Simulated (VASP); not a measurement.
# KCr (Pm-3m) in VASP: a series of runs

The runs below take KCr through single point, relaxation of cell and atoms, with PBE.

All numbers are computed with VASP 6.6.1; they aren't measurements. Logs are shortened: lines on timing, memory, paths and dates and some standing lists are left out, and cuts for length are marked.

## (1) The cell of the first run

It takes space group Pm-3m (No. 221, cubic). Conventional cell: a = 4.249 Å, b = 4.249 Å, c = 4.249 Å, α = 90.00°, β = 90.00°, γ = 90.00°. Within 4.8 Å of K (site symmetry m-3m) lie 8 Cr at 3.68 Å and 6 K at 4.25 Å. Cr (site symmetry m-3m) has 8 K at 3.68 Å and 6 Cr at 4.25 Å within 4.8 Å.

## (2) Single point, PBE, collinear spin, ferromagnetic start

File INCAR:

```
SYSTEM = KCr
PREC = Accurate ; ENCUT = 520
EDIFF = 1E-6 ; ISMEAR = 0
SIGMA = 0.1 ; LREAL = .False.
LASPH = .True. ; NELM = 150
ALGO = Fast ; ISIF = 2
LWAVE = .False. ; LCHARG = .True.
ISPIN = 2 ; MAGMOM = 0.13 4.82
LORBIT = 11 ; LMAXMIX = 4
GGA = PE ; LELF = .True.
LVHAR = .True. ; NBANDS = 22
```

File KPOINTS:

```
Automatic mesh
0
Gamma
  6 6 6
  0 0 0
```

File POSCAR:

```
KCr
1.0
    4.2486297836      0.0000000000      0.0000000000
    0.0000000000      4.2486297836      0.0000000000
    0.0000000000      0.0000000000      4.2486297836
K Cr
1 1
Direct
    0.0000000000      0.0000000000      0.0000000000
    0.5000000000      0.5000000000      0.5000000000
```

Potentials or basis: VASP PAW PBE potentials, release 64 (K_sv, Cr_pv).

Command:

```
> cat potpaw_PBE.64/K_sv/POTCAR potpaw_PBE.64/Cr_pv/POTCAR > POTCAR
> mpirun -np 1 vasp_std > vasp.out
```

OUTCAR:

```text
SYSTEM = KCr
   PREC = Accurate
   ENCUT = 520
   EDIFF = 1E-6
   ISMEAR = 0
   LREAL = .False.
   LASPH = .True.
   NELM = 150
   ISIF = 2
   ISPIN = 2
   LORBIT = 11
   GGA = PE

 ion  position               nearest neighbor table
   1  0.000  0.000  0.000-
   2  0.500  0.500  0.500-

  LATTYP: Found a simple cubic cell.
 ALAT       =     4.2486297836

  Lattice vectors:

 A1 = (   4.2486297836,   0.0000000000,   0.0000000000)
 A2 = (   0.0000000000,   4.2486297836,   0.0000000000)
 A3 = (   0.0000000000,   0.0000000000,   4.2486297836)

Analysis of symmetry for initial positions (statically):
=====================================================================
 Subroutine PRICEL returns:
 Original cell was already a primitive cell.

 Routine SETGRP: Setting up the symmetry group for a
 simple cubic supercell.

 Subroutine GETGRP returns: Found 48 space group operations
 (whereof 48 operations were pure point group operations)
 out of a pool of 48 trial point group operations.

The static configuration has the point symmetry O_h .

Analysis of symmetry for dynamics (positions and initial velocities):
=====================================================================
 Subroutine PRICEL returns:
 Original cell was already a primitive cell.

 Routine SETGRP: Setting up the symmetry group for a
 simple cubic supercell.

 Subroutine GETGRP returns: Found 48 space group operations
 (whereof 48 operations were pure point group operations)
 out of a pool of 48 trial point group operations.

The dynamic configuration has the point symmetry O_h .

Analysis of structural, dynamic, and magnetic symmetry:
=====================================================================
 Subroutine PRICEL returns:
 Original cell was already a primitive cell.

 Routine SETGRP: Setting up the symmetry group for a
 simple cubic supercell.

 Subroutine GETGRP returns: Found 48 space group operations
 (whereof 48 operations were pure point group operations)
 out of a pool of 48 trial point group operations.

The overall configuration has the point symmetry O_h .

 Subroutine INISYM returns: Found 48 space group operations
 (whereof 48 operations are pure point group operations),
 and found     1 'primitive' translations

----------------------------------------------------------------------------------------

                                     Primitive cell

  volume of cell :      76.6914

  direct lattice vectors                    reciprocal lattice vectors
     4.248629784  0.000000000  0.000000000     0.235370002  0.000000000  0.000000000
     0.000000000  4.248629784  0.000000000     0.000000000  0.235370002  0.000000000
     0.000000000  0.000000000  4.248629784     0.000000000  0.000000000  0.235370002

  length of vectors
     4.248629784  4.248629784  4.248629784     0.235370002  0.235370002  0.235370002

  position of ions in fractional coordinates (direct lattice)
     0.000000000  0.000000000  0.000000000
     0.500000000  0.500000000  0.500000000

  ion indices of the primitive-cell ions
   primitive index   ion index
                 1           1
                 2           2

----------------------------------------------------------------------------------------

 KPOINTS: Automatic mesh

Automatic generation of k-mesh.
 Grid dimensions read from file:
 generate k-points for:    6    6    6

 Generating k-lattice:

  Cartesian coordinates                     Fractional coordinates (reciprocal lattice)
     0.039228334  0.000000000  0.000000000     0.166666667  0.000000000  0.000000000
     0.000000000  0.039228334  0.000000000     0.000000000  0.166666667  0.000000000
     0.000000000  0.000000000  0.039228334     0.000000000  0.000000000  0.166666667

  Length of vectors
     0.039228334  0.039228334  0.039228334

  Shift w.r.t. Gamma in fractional coordinates (k-lattice)
     0.000000000  0.000000000  0.000000000

 Subroutine IBZKPT returns following result:
 ===========================================

 Found     20 irreducible k-points:

 Following reciprocal coordinates:
            Coordinates               Weight
  0.000000  0.000000  0.000000      1.000000
  0.166667  0.000000  0.000000      6.000000
  0.333333  0.000000  0.000000      6.000000
  0.500000  0.000000  0.000000      3.000000
  0.166667  0.166667  0.000000     12.000000
  0.333333  0.166667  0.000000     24.000000
[... 12 lines left out ...]
  0.500000  0.500000  0.333333      6.000000
  0.500000  0.500000  0.500000      1.000000
   k-points           NKPTS =     20   k-points in BZ     NKDIM =     20   number of bands    NBANDS=     22
   number of dos      NEDOS =    301   number of ions     NIONS =      2
   total plane-waves  NPLWV =  32768
   dimension x,y,z NGX =    32 NGY =   32 NGZ =   32
   dimension x,y,z NGXF=    64 NGYF=   64 NGZF=   64
   ions per type =               1   1
   NGX,Y,Z   is equivalent  to a cutoff of  12.52, 12.52, 12.52 a.u.
   NGXF,Y,Z  is equivalent  to a cutoff of  25.04, 25.04, 25.04 a.u.
 SYSTEM =  KCr
   PREC   = accura    normal or accurate (medium, high low for compatibility)
   ISTART =      0    job   : 0-new  1-cont  2-samecut
   ICHARG =      2    charge: 1-file 2-atom 10-const
   ISPIN  =      2    spin polarized calculation?
   LNONCOLLINEAR =      F non collinear calculations
   LSORBIT =      F    spin-orbit coupling
   LASPH  =      T    aspherical Exc in radial PAW
   ENCUT  =  520.0 eV  38.22 Ry    6.18 a.u.   7.90  7.90  7.90*2*pi/ulx,y,z
   NELM   =    150;   NELMIN=  2; NELMDL= -5     # of ELM steps
   EDIFF  = 0.1E-05   stopping-criterion for ELM
   LREAL  =      F    real-space projection
   EDIFFG = 0.1E-04   stopping-criterion for IOM
   NSW    =      0    number of steps for IOM
   IBRION =     -1    ionic relax: 0-MD 1-quasi-New 2-CG
   NFREE  =      0    steps in history (QN), initial steepest desc. (CG)
   ISIF   =      2    stress and relaxation
   ISYM   =      2    0-nonsym 1-usesym 2-fastsym
   POTIM  = 0.5000    time-step for ionic-motion
   TEBEG  =    0.0;   TEEND  =   0.0 temperature during run
   PSTRESS=    0.0 pullay stress
   NELECT =      21.0000    total number of electrons
   NUPDOWN=      -1.0000    fix difference up-down
   EMIN   =  10.00;   EMAX   =-10.00  energy-range for DOS
   EFERMI =   0.00;   METHOD = LEGACY
   ISMEAR =     0;   SIGMA  =   0.10  broadening in eV -4-tet -1-fermi 0-gaus
   EFERMI_NEDOS =   21; number of points for ismear=-14 and -15
   IALGO  =     68    algorithm
   IMIX   =      4    mixing-type and parameters
     AMIX     =   0.40;   BMIX     =  1.00
     AMIX_MAG =   1.60;   BMIX_MAG =  1.00
  volume/ion in A,a.u.               =      38.35       258.77
  Fermi-wavevector in a.u.,A,eV,Ry     =   1.063079  2.008929 15.376459  1.130138
  Thomas-Fermi vector in A             =   2.198552
   LORBIT       =     11    0 simple, 1 ext, 2 COOP (PROOUT), +10 PAW based schemes
   GGA     = PE    functional components
   LHFCALC =     F    Hartree Fock is set to
   AEXX    =    0.0000 exact exchange contribution
   IVDW    =     0    specifies the selected vdW correction
   LEPSILON=     F    determine dielectric tensor
   LRPA    =     F    only Hartree local field effects (RPA)
 spin polarized calculation
 RMM-DIIS sequential band-by-band and
 Gauss-broadening in eV      SIGMA  =   0.10
  energy-cutoff  :      520.00
  volume of cell :       76.69
 maximum number of plane-waves:      2103
 NGX is ok and might be reduce to    32
   NGX = 15   NGY = 15   NGZ = 15

 number of electron      21.0000015 magnetization       5.1740220

 Free energy of the ion-electron system (eV)
  ---------------------------------------------------
  ext. energy  EPLUGINS =         0.00000000
  ---------------------------------------------------
  free energy    TOTEN  =        -7.98538098 eV

  energy without entropy =       -7.98043934  energy(sigma->0) =       -7.98291016

 E-fermi :   1.2209     XC(G=0):  -7.5743

 val. band max:        1.1564258331   @ k =   0.5000   0.1667   0.0000
 cond. band min:       1.2408599562   @ k =   0.5000   0.5000   0.0000
 fundamental gap:      0.0844341230
 Fermi energy:         1.2208554278

 spin component 1

 k-point     1 :       0.0000    0.0000    0.0000
  band No.  band energies     occupation
      1     -42.2468      1.00000
      2     -42.2468      1.00000
      3     -42.2468      1.00000
      4     -29.7187      1.00000
      5     -13.1843      1.00000
      6     -13.1843      1.00000
[... 14 lines left out ...]
     21       8.5111      0.00000
     22       8.5111      0.00000

 k-point     2 :       0.1667    0.0000    0.0000
  band No.  band energies     occupation
      1     -42.2471      1.00000
      2     -42.2468      1.00000
      3     -42.2468      1.00000
      4     -29.7173      1.00000
      5     -13.2141      1.00000
      6     -13.1818      1.00000
[... 14 lines left out ...]
     21       8.7424      0.00000
     22       8.7426      0.00000

 k-point     3 :       0.3333    0.0000    0.0000
  band No.  band energies     occupation
      1     -42.2476      1.00000
      2     -42.2468      1.00000
      3     -42.2468      1.00000
      4     -29.7145      1.00000
      5     -13.2729      1.00000
      6     -13.1768      1.00000
[... 14 lines left out ...]
     21       9.4666      0.00000
     22       9.4721      0.00000
[... 376 lines left out ...]
 k-point    19 :       0.5000    0.5000    0.3333
  band No.  band energies     occupation
      1     -42.2477      1.00000
      2     -42.2477      1.00000
      3     -42.2475      1.00000
      4     -29.7039      1.00000
      5     -13.2702      1.00000
      6     -13.2702      1.00000
[... 14 lines left out ...]
     21       9.2035      0.00000
     22       9.5219      0.00000

 k-point    20 :       0.5000    0.5000    0.5000
  band No.  band energies     occupation
      1     -42.2477      1.00000
      2     -42.2477      1.00000
      3     -42.2477      1.00000
      4     -29.7025      1.00000
      5     -13.2666      1.00000
      6     -13.2666      1.00000
[... 14 lines left out ...]
     21       8.8039      0.00000
     22       9.5527      0.00000
 Fermi energy:         1.2208554278

 spin component 2

 k-point     1 :       0.0000    0.0000    0.0000
  band No.  band energies     occupation
      1     -38.0973      1.00000
      2     -38.0973      1.00000
      3     -38.0973      1.00000
      4     -29.6925      1.00000
      5     -13.1650      1.00000
      6     -13.1650      1.00000
[... 14 lines left out ...]
     21       8.7229      0.00000
     22      10.2463      0.00000

 k-point     2 :       0.1667    0.0000    0.0000
  band No.  band energies     occupation
      1     -38.0976      1.00000
      2     -38.0972      1.00000
      3     -38.0972      1.00000
      4     -29.6911      1.00000
      5     -13.1939      1.00000
      6     -13.1626      1.00000
[... 14 lines left out ...]
     21       9.2003      0.00000
     22      10.9886      0.00000

 k-point     3 :       0.3333    0.0000    0.0000
  band No.  band energies     occupation
      1     -38.0983      1.00000
      2     -38.0971      1.00000
      3     -38.0971      1.00000
      4     -29.6883      1.00000
      5     -13.2509      1.00000
      6     -13.1578      1.00000
[... 14 lines left out ...]
     21      10.2681      0.00000
     22      10.7182      0.00000
[... 376 lines left out ...]
 k-point    19 :       0.5000    0.5000    0.3333
  band No.  band energies     occupation
      1     -38.0985      1.00000
      2     -38.0985      1.00000
      3     -38.0981      1.00000
      4     -29.6777      1.00000
      5     -13.2504      1.00000
      6     -13.2504      1.00000
[... 14 lines left out ...]
     21       9.4918      0.00000
     22      10.5136      0.00000

 k-point    20 :       0.5000    0.5000    0.5000
  band No.  band energies     occupation
      1     -38.0984      1.00000
      2     -38.0984      1.00000
      3     -38.0984      1.00000
      4     -29.6764      1.00000
      5     -13.2470      1.00000
      6     -13.2470      1.00000
[... 14 lines left out ...]
     21       9.5207      0.00000
     22       9.5207      0.00000

------------------------ aborting loop because EDIFF is reached ----------------------------------------

  FORCE on cell =-STRESS in cart. coord.  units (eV):
  Direction    XX          YY          ZZ          XY          YZ          ZX
  --------------------------------------------------------------------------------------
  -------------------------------------------------------------------------------------
  Total        0.0260268      0.0260268      0.0260268     -0.0000000     -0.0000000      0.0000000
  in kB        0.5437307      0.5437307      0.5437307     -0.0000000     -0.0000000      0.0000000
  external PRESSURE =       0.5437307 kB  Pullay stress =       0.0000000 kB

 VOLUME and BASIS-vectors are now :
 -----------------------------------------------------------------------------
  energy-cutoff  :      520.00
  volume of cell :       76.69
      direct lattice vectors                 reciprocal lattice vectors
     4.248629784  0.000000000  0.000000000     0.235370002  0.000000000  0.000000000
     0.000000000  4.248629784  0.000000000     0.000000000  0.235370002  0.000000000
     0.000000000  0.000000000  4.248629784     0.000000000  0.000000000  0.235370002

 POSITION                                       TOTAL-FORCE (eV/Angst)
 -----------------------------------------------------------------------------------
      0.00000      0.00000      0.00000         0.000000      0.000000      0.000000
      2.12431      2.12431      2.12431         0.000000      0.000000      0.000000
 -----------------------------------------------------------------------------------
    total drift:                                0.000000      0.000000     -0.000000

  FREE ENERGIE OF THE ION-ELECTRON SYSTEM (eV)
  ---------------------------------------------------
  free  energy   TOTEN  =        -7.9853809778 eV

  energy  without entropy=       -7.9804393368  energy(sigma->0) =       -7.98291016

 total charge

# of ion       s       p       d       tot
------------------------------------------
    1        1.976   5.565   0.028   7.568
    2        0.310   6.012   4.173  10.495
--------------------------------------------------
tot          2.285  11.577   4.201  18.063

 magnetization (x)

# of ion       s       p       d       tot
------------------------------------------
    1        0.002   0.010   0.012   0.024
    2        0.085   0.020   4.149   4.253
--------------------------------------------------
tot          0.087   0.030   4.161   4.277
```

Run time: 37 s. Hardware: 1 thread of Intel Xeon 6975P-C (Granite Rapids), shared host; peak memory 0.22 GiB.

Results:

```yaml
Free_energy: -7.9854 eV
Pressure: 0.1 GPa
Net_moment: 5.17 μB per cell
Site_moments: K +0.02; Cr +4.25 μB
Valence_electrons_inside_the_program's_atomic_spheres: K 7.57; Cr 10.49
```

Levels at points of the mesh, in eV from the Fermi level:
Spin up:
```csv
k point,band 10,band 11,band 12,band 13,band 14,band 15,band 16,band 17
"(0.00, 0.00, 0.00)",-1.18,-0.66,-0.66,-0.66,3.93,3.93,4.50,4.50
"(0.50, 0.00, 0.00)",-0.94,-0.78,-0.78,-0.63,-0.34,4.06,4.06,4.15
"(0.50, 0.50, 0.00)",-0.83,-0.83,-0.45,-0.10,0.75,0.75,3.30,6.10
"(0.50, 0.50, 0.50)",-1.02,-0.44,-0.44,0.93,0.93,0.93,1.21,5.18
```
Spin down:
| k point | band 4 | band 5 | band 6 | band 7 | band 8 | band 9 | band 10 | band 11 | band 12 | band 13 |
| --- | --- | --- | --- | --- | --- | --- | --- | --- | --- | --- |
| (0.00, 0.00, 0.00) | -30.91 | -14.39 | -14.39 | -14.39 | -2.82 | 1.55 | 1.55 | 2.99 | 2.99 | 2.99 |
| (0.50, 0.00, 0.00) | -30.91 | -14.50 | -14.38 | -14.38 | -0.87 | -0.30 | 2.15 | 2.76 | 2.76 | 3.11 |
| (0.50, 0.50, 0.00) | -30.90 | -14.48 | -14.48 | -14.37 | 0.02 | 1.15 | 1.60 | 1.60 | 2.55 | 2.55 |
| (0.50, 0.50, 0.50) | -30.90 | -14.47 | -14.47 | -14.47 | 1.77 | 1.77 | 1.77 | 2.00 | 2.00 | 2.00 |

[end of part 1 of 2]
